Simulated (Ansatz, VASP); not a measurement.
# Two plane-wave programs on MoS2

Contents of POSCAR:

```
MoS2
1.0
    3.1690315548      0.0000000000      0.0000000000
   -1.5845157774      2.7444693437      0.0000000000
    0.0000000000      0.0000000000      6.1981919587
Mo S
1 2
Direct
    0.0000000000      0.0000000000      0.5000000000
    0.3333333333      0.6666666667      0.2553200000
    0.6666666667      0.3333333333      0.7446800000
```

Contents of INCAR.step1:

```
SYSTEM = MoS2
  PREC = Accurate
  ENCUT = 520
  ISMEAR = 1
  SIGMA = 0.05
  LREAL = .False.
  LASPH = .True.
  NELM = 80
  NBANDS = 20
  GGA = PE
  ALGO = Normal
  EDIFF = 1E-4
  LWAVE = .True.
  LCHARG = .False.
```

The input INCAR.step2:

```
SYSTEM = MoS2
  PREC = Accurate
  ENCUT = 520
  EDIFF = 1E-7
  ISMEAR = 1
  SIGMA = 0.05
  LREAL = .False.
  LASPH = .True.
  NELM = 80
  ALGO = Normal
  ISIF = 2
  LWAVE = .False.
  LCHARG = .False.
  METAGGA = R2SCAN
  LMIXTAU = .True.
  NBANDS = 20
  ISTART = 1
```

KPOINTS

```
regular mesh
0
Gamma
  10 10 5
  0 0 0
```

Input for Ansatz:

```yaml
crystal:
  lattice:
    - [3.1690315548238863, 0.0, 0.0]
    - [-1.5845157774119432, 2.744469343676327, 0.0]
    - [0.0, 0.0, 6.198191958654526]
  atoms:
    - { symbol: Mo, position: [0.0, 0.0, 0.5] }
    - { symbol: S, position: [0.3333333333333333, 0.6666666666666666, 0.25532] }
    - { symbol: S, position: [0.6666666666666666, 0.3333333333333333, 0.74468] }
basis:
  ecutwfc: 600.0
kpoints:
  mp_grid:
    grid: [10, 10, 5]
hamiltonian:
  xc: r2scan
scf:
  convergence:
    dr2_threshold: 1.0e-10
  occupations:
    method: methfessel_paxton
    width: 0.05
output:
  stress: true
```

Alike in both runs: task single point; functional r2SCAN; k mesh 10 × 10 × 5; occupations methfessel-paxton of order 1, width 0.05 eV; no spin polarisation.

```csv
,VASP,Ansatz
version,VASP 6.6.1,Ansatz 0.2.0
potentials or method,"VASP PAW PBE potentials, release 64 (Mo_sv, S), cutoff 520 eV","plane waves, PAW"
valence electrons in the cell,26,26
```

```tsv
	VASP	Ansatz	Ansatz less VASP
pressure (GPa)	8.5	8.5	-0.04
traceless stress, the component that is largest in VASP (GPa)	1.31	1.33	+0.020
```

VASP's potentials were made for PBE, not for r2SCAN. Ansatz's warnings: structure snapped to symmetry.
